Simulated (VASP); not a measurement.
# CuRu2 (Fm-3m) in VASP: relaxation of cell and atoms with r2SCAN

Aim: the relaxation of cell and atoms of CuRu2 with r2SCAN.

Program: VASP 6.6.1. These are calculated values, not measurements. Logs are shortened: lines on timing, memory, paths and dates and some standing lists are left out, and cuts for length are marked.

### Step 1. The cell of the first run

It takes space group Fm-3m (No. 225, cubic). Conventional cell: a = 5.604 Å, b = 5.604 Å, c = 5.604 Å, α = 90.00°, β = 90.00°, γ = 90.00°. Cu (site symmetry m-3m) has 8 Ru at 2.43 Å within 3.2 Å. Within 3.2 Å of Ru (site symmetry -43m) lie 4 Cu at 2.43 Å and 6 Ru at 2.80 Å.

### Step 2. Relaxation of cell and atoms, r2SCAN

File POSCAR:

```
CuRu2
1.0
    0.0000000000      2.8020991796      2.8020991796
    2.8020991796      0.0000000000      2.8020991796
    2.8020991796      2.8020991796      0.0000000000
Cu Ru
1 2
Direct
    0.0000000000      0.0000000000      0.0000000000
    0.2500000000      0.2500000000      0.2500000000
    0.7500000000      0.7500000000      0.7500000000
```

File INCAR.step1:

```
SYSTEM = CuRu2
ALGO = Normal ; EDIFF = 1E-4
ENCUT = 600 ; GGA = PE
ISMEAR = 0 ; LASPH = .TRUE.
LCHARG = .FALSE. ; LREAL = .FALSE.
LWAVE = .TRUE. ; NELM = 100
PREC = Accurate ; SIGMA = 0.1
```

File INCAR.step2:

```
SYSTEM = CuRu2
ALGO = Normal ; EDIFF = 1E-7
EDIFFG = -0.01 ; ENCUT = 600
IBRION = 2 ; ISIF = 3
ISMEAR = 0 ; ISTART = 1
LASPH = .TRUE. ; LCHARG = .FALSE.
LMIXTAU = .TRUE. ; LREAL = .FALSE.
LWAVE = .FALSE. ; METAGGA = R2SCAN
NELM = 100 ; NSW = 100
PREC = Accurate ; SIGMA = 0.1
```

File KPOINTS:

```
k-points
0
G
  14 14 14
  0 0 0
```

Potentials or basis: VASP PAW PBE potentials, release 64 (Cu, Ru_pv).

Started as:

```sh
cat potpaw_PBE.64/Cu/POTCAR potpaw_PBE.64/Ru_pv/POTCAR > POTCAR
cp INCAR.step1 INCAR
mpirun -np 1 vasp_std > vasp.out
cp INCAR.step2 INCAR
mpirun -np 1 vasp_std > vasp.out
```

OUTCAR:

```text
SYSTEM = CuRu2
   EDIFF = 1E-7
   EDIFFG = -0.01
   ENCUT = 600
   IBRION = 2
   ISIF = 3
   ISMEAR = 0
   ISTART = 1
   LASPH = .TRUE.
   LREAL = .FALSE.
   METAGGA = R2SCAN
   NELM = 100
   NSW = 100
   PREC = Accurate

 ion  position               nearest neighbor table
   1  0.000  0.000  0.000-   3 2.43   3 2.43   3 2.43   2 2.43   3 2.43   2 2.43   2 2.43   2 2.43

   2  0.250  0.250  0.250-   1 2.43   1 2.43   1 2.43   1 2.43   3 2.80   3 2.80   3 2.80   3 2.80
                             3 2.80   3 2.80
   3  0.750  0.750  0.750-   1 2.43   1 2.43   1 2.43   1 2.43   2 2.80   2 2.80   2 2.80   2 2.80
                             2 2.80   2 2.80

  LATTYP: Found a face centered cubic cell.
 ALAT       =     5.6041983592

  Lattice vectors:

 A1 = (   0.0000000000,   2.8020991796,   2.8020991796)
 A2 = (   2.8020991796,   0.0000000000,   2.8020991796)
 A3 = (   2.8020991796,   2.8020991796,   0.0000000000)

Analysis of symmetry for initial positions (statically):
=====================================================================
 Subroutine PRICEL returns:
 Original cell was already a primitive cell.

 Routine SETGRP: Setting up the symmetry group for a
 face centered cubic supercell.

 Subroutine GETGRP returns: Found 48 space group operations
 (whereof 48 operations were pure point group operations)
 out of a pool of 48 trial point group operations.

The static configuration has the point symmetry O_h .

Analysis of symmetry for dynamics (positions and initial velocities):
=====================================================================
 Subroutine PRICEL returns:
 Original cell was already a primitive cell.

 Routine SETGRP: Setting up the symmetry group for a
 face centered cubic supercell.

 Subroutine GETGRP returns: Found 48 space group operations
 (whereof 48 operations were pure point group operations)
 out of a pool of 48 trial point group operations.

The dynamic configuration has the point symmetry O_h .

 Subroutine INISYM returns: Found 48 space group operations
 (whereof 48 operations are pure point group operations),
 and found     1 'primitive' translations

----------------------------------------------------------------------------------------

                                     Primitive cell

  volume of cell :      44.0028

  direct lattice vectors                    reciprocal lattice vectors
     0.000000000  2.802099180  2.802099180    -0.178437653  0.178437653  0.178437653
     2.802099180  0.000000000  2.802099180     0.178437653 -0.178437653  0.178437653
     2.802099180  2.802099180  0.000000000     0.178437653  0.178437653 -0.178437653

  length of vectors
     3.962766663  3.962766663  3.962766663     0.309063080  0.309063080  0.309063080

  position of ions in fractional coordinates (direct lattice)
     0.000000000  0.000000000  0.000000000
     0.250000000  0.250000000  0.250000000
     0.750000000  0.750000000  0.750000000

  ion indices of the primitive-cell ions
   primitive index   ion index
                 1           1
                 2           2
                 3           3

----------------------------------------------------------------------------------------

 KPOINTS: k-points

Automatic generation of k-mesh.
 Grid dimensions read from file:
 generate k-points for:   14   14   14

 Generating k-lattice:

  Cartesian coordinates                     Fractional coordinates (reciprocal lattice)
    -0.012745547  0.012745547  0.012745547     0.071428571  0.000000000  0.000000000
     0.012745547 -0.012745547  0.012745547     0.000000000  0.071428571  0.000000000
     0.012745547  0.012745547 -0.012745547     0.000000000  0.000000000  0.071428571

  Length of vectors
     0.022075934  0.022075934  0.022075934

  Shift w.r.t. Gamma in fractional coordinates (k-lattice)
     0.000000000  0.000000000  0.000000000

 Subroutine IBZKPT returns following result:
 ===========================================

 Found    104 irreducible k-points:

 Following reciprocal coordinates:
            Coordinates               Weight
  0.000000  0.000000  0.000000      1.000000
  0.071429  0.000000  0.000000      8.000000
  0.142857  0.000000  0.000000      8.000000
  0.214286  0.000000  0.000000      8.000000
  0.285714  0.000000  0.000000      8.000000
  0.357143  0.000000  0.000000      8.000000
[... 16 lines left out ...]
  0.214286  0.142857  0.000000     24.000000
  0.285714  0.142857  0.000000     24.000000
 [... further k-points ...]
   k-points           NKPTS =    104   k-points in BZ     NKDIM =    104   number of bands    NBANDS=     23
   number of dos      NEDOS =    301   number of ions     NIONS =      3
   total plane-waves  NPLWV =  32768
   dimension x,y,z NGX =    32 NGY =   32 NGZ =   32
   dimension x,y,z NGXF=    64 NGYF=   64 NGZF=   64
   ions per type =               1   2
   NGX,Y,Z   is equivalent  to a cutoff of  13.42, 13.42, 13.42 a.u.
   NGXF,Y,Z  is equivalent  to a cutoff of  26.85, 26.85, 26.85 a.u.
 SYSTEM =  CuRu2
   PREC   = accura    normal or accurate (medium, high low for compatibility)
   ISTART =      1    job   : 0-new  1-cont  2-samecut
   ICHARG =      0    charge: 1-file 2-atom 10-const
   ISPIN  =      1    spin polarized calculation?
   LNONCOLLINEAR =      F non collinear calculations
   LSORBIT =      F    spin-orbit coupling
   LASPH  =      T    aspherical Exc in radial PAW
   ENCUT  =  600.0 eV  44.10 Ry    6.64 a.u.   7.91  7.91  7.91*2*pi/ulx,y,z
   NELM   =    100;   NELMIN=  2; NELMDL=  0     # of ELM steps
   EDIFF  = 0.1E-06   stopping-criterion for ELM
   LREAL  =      F    real-space projection
   EDIFFG = -.1E-01   stopping-criterion for IOM
   NSW    =    100    number of steps for IOM
   IBRION =      2    ionic relax: 0-MD 1-quasi-New 2-CG
   NFREE  =      1    steps in history (QN), initial steepest desc. (CG)
   ISIF   =      3    stress and relaxation
   ISYM   =      2    0-nonsym 1-usesym 2-fastsym
   POTIM  = 0.5000    time-step for ionic-motion
   TEBEG  =    0.0;   TEEND  =   0.0 temperature during run
   PSTRESS=    0.0 pullay stress
   NELECT =      39.0000    total number of electrons
   NUPDOWN=      -1.0000    fix difference up-down
   EMIN   =  10.00;   EMAX   =-10.00  energy-range for DOS
   EFERMI =   0.00;   METHOD = LEGACY
   ISMEAR =     0;   SIGMA  =   0.10  broadening in eV -4-tet -1-fermi 0-gaus
   EFERMI_NEDOS =   21; number of points for ismear=-14 and -15
   IALGO  =     38    algorithm
   IMIX   =      4    mixing-type and parameters
     AMIX     =   0.40;   BMIX     =  1.00
     AMIX_MAG =   1.60;   BMIX_MAG =  1.00
  volume/ion in A,a.u.               =      14.67        98.98
  Fermi-wavevector in a.u.,A,eV,Ry     =   1.572544  2.971678 33.645783  2.472895
  Thomas-Fermi vector in A             =   2.673963
   LORBIT       =      0    0 simple, 1 ext, 2 COOP (PROOUT), +10 PAW based schemes
   METAGGA = R2SCAN    functional components
   LHFCALC =     F    Hartree Fock is set to
   AEXX    =    0.0000 exact exchange contribution
   IVDW    =     0    specifies the selected vdW correction
   LEPSILON=     F    determine dielectric tensor
   LRPA    =     F    only Hartree local field effects (RPA)
 conjugate gradient relaxation of ions
 non-spin polarized calculation
 Gauss-broadening in eV      SIGMA  =   0.10
  energy-cutoff  :      600.00
  volume of cell :       44.00
 maximum number of plane-waves:      1481
   NGX = 15   NGY = 15   NGZ = 15

--------------------------------------- Ionic step        1  -------------------------------------------

 number of electron      38.9999986 magnetization

 Free energy of the ion-electron system (eV)
  ---------------------------------------------------
  ext. energy  EPLUGINS =         0.00000000
  ---------------------------------------------------
  free energy    TOTEN  =       -58.56186311 eV

  energy without entropy =      -58.54036379  energy(sigma->0) =      -58.55111345

------------------------ aborting loop because EDIFF is reached ----------------------------------------

  FORCE on cell =-STRESS in cart. coord.  units (eV):
  Direction    XX          YY          ZZ          XY          YZ          ZX
  --------------------------------------------------------------------------------------
  -------------------------------------------------------------------------------------
  Total        0.2131828      0.2131828      0.2131828      0.0000000      0.0000000      0.0000000
  in kB        7.7621531      7.7621531      7.7621531      0.0000000      0.0000000      0.0000000
  external PRESSURE =       7.7621531 kB  Pullay stress =       0.0000000 kB
[... 59 lines left out ...]
  energy  without entropy=      -58.5390411415  energy(sigma->0) =      -58.54999368

--------------------------------------- Ionic step        3  -------------------------------------------

 number of electron      38.9999988 magnetization

 Free energy of the ion-electron system (eV)
  ---------------------------------------------------
  ext. energy  EPLUGINS =         0.00000000
  ---------------------------------------------------
  free energy    TOTEN  =       -58.56224051 eV

  energy without entropy =      -58.54060082  energy(sigma->0) =      -58.55142066

 E-fermi :   9.0579     XC(G=0): -13.8111

 val. band max:        9.0565705100   @ k =  -0.3571   0.5000   0.1429
 cond. band min:       9.0642736207   @ k =  -0.4286   0.3571   0.0000
 fundamental gap:      0.0077031107
 Fermi energy:         9.0579116342

 k-point     1 :       0.0000    0.0000    0.0000
  band No.  band energies     occupation
      1     -34.9508      2.00000
      2     -34.9508      2.00000
      3     -34.9508      2.00000
      4     -34.6372      2.00000
      5     -34.6371      2.00000
      6     -34.6371      2.00000
[... 613 lines left out ...]
     22      10.5190      0.00000
     23      14.3803      0.00000

 [... further k-points ...]

------------------------ aborting loop because EDIFF is reached ----------------------------------------

  FORCE on cell =-STRESS in cart. coord.  units (eV):
  Direction    XX          YY          ZZ          XY          YZ          ZX
  --------------------------------------------------------------------------------------
  -------------------------------------------------------------------------------------
  Total       -0.0012331     -0.0012331     -0.0012331      0.0000000      0.0000000     -0.0000000
  in kB       -0.0447384     -0.0447384     -0.0447384      0.0000000      0.0000000     -0.0000000
  external PRESSURE =      -0.0447384 kB  Pullay stress =       0.0000000 kB
[... 18 lines left out ...]
  FREE ENERGIE OF THE ION-ELECTRON SYSTEM (eV)
  ---------------------------------------------------
  free  energy   TOTEN  =       -58.5622405050 eV

  energy  without entropy=      -58.5406008189  energy(sigma->0) =      -58.55142066

 reached required accuracy - stopping structural energy minimisation
```

It took 24 min on 1 thread of AMD EPYC 7R13, shared host; peak memory 0.29 GiB.

What came out:

```yaml
Free_energy: -58.5622 eV
Relaxed_volume: 14.72 Å³/atom
Relaxed_cell: a = 3.967 Å, b = 3.967 Å, c = 3.967 Å, α = 60.00°, β = 60.00°, γ = 60.00°
Space_group_after_relaxing_to_0.1_Å: Fm-3m (No. 225)
Energy_gained_by_relaxing: 0.1 meV/atom
Ionic_steps: 3
Pressure_after_relaxing: 0.0 GPa
Band_gap_on_the_k_mesh: zero (an odd number of electrons rules out a gap without spin polarisation)
```

The path:
```
step  energy change (eV)  largest force (eV/Å)  pressure (GPa)  volume (Å³)
   1              0.0000                0.0000            0.78        44.00
   2              0.0009                0.0000           -1.38        44.46
   3             -0.0004                0.0000            0.00        44.16
```

Final structure:
```yaml
crystal:
  lattice:
    - [0.00000, 2.80545, 2.80545]
    - [2.80545, 0.00000, 2.80545]
    - [2.80545, 2.80545, 0.00000]
  atoms:
    - { symbol: Cu, position: [0.00000, 0.00000, 0.00000] }
    - { symbol: Ru, position: [0.25000, 0.25000, 0.25000] }
    - { symbol: Ru, position: [0.75000, 0.75000, 0.75000] }
```

Levels at points of the mesh, in eV from the Fermi level:
```tsv
k point	band 16	band 17	band 18	band 19	band 20	band 21	band 22	band 23
(0.00, 0.00, 0.00)	-2.01	-2.01	0.91	0.91	0.91	2.01	2.01	8.88
(0.50, 0.00, 0.00)	-1.27	-1.27	-1.14	-1.14	-0.49	-0.18	-0.18	1.17
(0.50, 0.50, 0.00)	-1.39	-1.39	-0.47	0.20	0.20	0.67	1.90	2.69
```

Caveat: the PAW data sets were made with another functional, which shifts forces and pressure a little.
